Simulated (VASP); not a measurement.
Runs of VASP 6.6.1 on Ca. The structure is that of space group Fm-3m (No. 225), or close to it. The cells are those of the table. 

```tsv
cell	k mesh	gap on the mesh (eV)	pressure (GPa)
a = 4.028 Å, angles 60.0°, 1 atom	16 × 16 × 16	none	-0.6
a = 3.975 Å, angles 60.0°, 1 atom	10 × 10 × 10	none	(b)
a = 3.809 Å, angles 60.0°, 1 atom	16 × 16 × 16	none	2.6
a = 4.079 Å, angles 60.0°, 1 atom	16 × 16 × 16	none	(a)
a = 3.921 Å, angles 60.0°, 1 atom	16 × 16 × 16	none	0.7
```

Alike in all rows: task single point; level RPBE; potentials or basis VASP PAW PBE potentials, release 64 (Ca_sv); no spin polarisation; cutoff (eV) 520; smearing fermi-dirac 0.1 eV.

**Question.** Fill in the values left out.

**Answer.** (a) -1.1; (b) 0.0.

Caveats: the PAW data sets were made with another functional, which shifts forces and pressure a little.

A gap of «none» marks levels without a gap at the run's occupations.
